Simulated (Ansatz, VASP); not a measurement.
# One calculation of Ni, two programs

POSCAR

```
Ni
1.0
    2.5422688939      0.0000000000      0.0000000000
   -1.2711344469      2.2016694449      0.0000000000
    0.0000000000      0.0000000000      4.2296058570
Ni
2
Direct
    0.3333333333      0.6666666667      0.2500000000
    0.6666666667      0.3333333333      0.7500000000
```

The input INCAR.step1:

```
ALGO = Normal
EDIFF = 1E-5
ENCUT = 760
GGA = PE
GGA_COMPAT = F
ISMEAR = 1
ISPIN = 2
LASPH = T
LCHARG = F
LMAXMIX = 4
LREAL = F
LWAVE = T
MAGMOM = 1.5 1.5
NBANDS = 29
NELM = 200
PREC = Accurate
SIGMA = 0.02
```

INCAR.step2

```
ALGO = Normal
EDIFF = 1E-6
ENCUT = 760
GGA_COMPAT = F
ISIF = 2
ISMEAR = 1
ISPIN = 2
ISTART = 1
LASPH = T
LCHARG = F
LMAXMIX = 4
LMIXTAU = T
LORBIT = 11
LREAL = F
LWAVE = F
MAGMOM = 1.5 1.5
METAGGA = R2SCAN
NBANDS = 29
NELM = 200
PREC = Accurate
SIGMA = 0.02
```

Contents of KPOINTS:

```
k-points
0
Gamma
  13 13 7
```

Input for Ansatz:

```yaml
crystal:
  lattice:
    - [2.5422688938892866, 0.0, 0.0]
    - [-1.2711344469446433, 2.2016694448958627, 0.0]
    - [0.0, 0.0, 4.229605857039906]
  atoms:
    - { symbol: Ni, position: [0.3333333333333333, 0.6666666666666666, 0.25], spin: 1.5 }
    - { symbol: Ni, position: [0.6666666666666666, 0.3333333333333333, 0.75], spin: 1.5 }
accuracy: low
basis:
  ecutwfc: 557.833418042754
kpoints:
  mp_grid:
    grid: [13, 13, 7]
hamiltonian:
  xc: r2scan
magnetization:
  spin_polarized: true
scf:
  mixing:
    algorithm: broyden
  occupations:
    method: methfessel_paxton
    width: 0.02
output:
  stress: true
```

Alike in both runs: task single point; functional r2SCAN; k mesh 13 × 13 × 7; occupations methfessel-paxton of order 1, width 0.02 eV; collinear spin.

|  | VASP | Ansatz |
| --- | --- | --- |
| version | VASP 6.6.1 | Ansatz 0.2.0 |
| potentials or method | VASP PAW PBE potentials, release 64 (Ni_sv_GW), cutoff 760 eV | plane waves, PAW |
| valence electrons in the cell | 36 | 36 |

|  | VASP | Ansatz | Ansatz less VASP |
| --- | --- | --- | --- |
| pressure (GPa) | -18.8 | -18.3 | +0.56 |
| traceless stress, the component that is largest in VASP (GPa) | 0.83 | 0.95 | +0.122 |
| net moment per atom (μB) | 0.78 | 0.78 | 0.000 |
| size of the moment on the site where the two differ most (μB) | 0.86 | 0.86 | -0.008 |

VASP's potentials were made for PBE, not for r2SCAN. Site moments also hang on the region over which each program counts them. With one functional, cell and mesh, what is left measures potentials, basis and numerics. Ansatz's warnings: stability check not made.
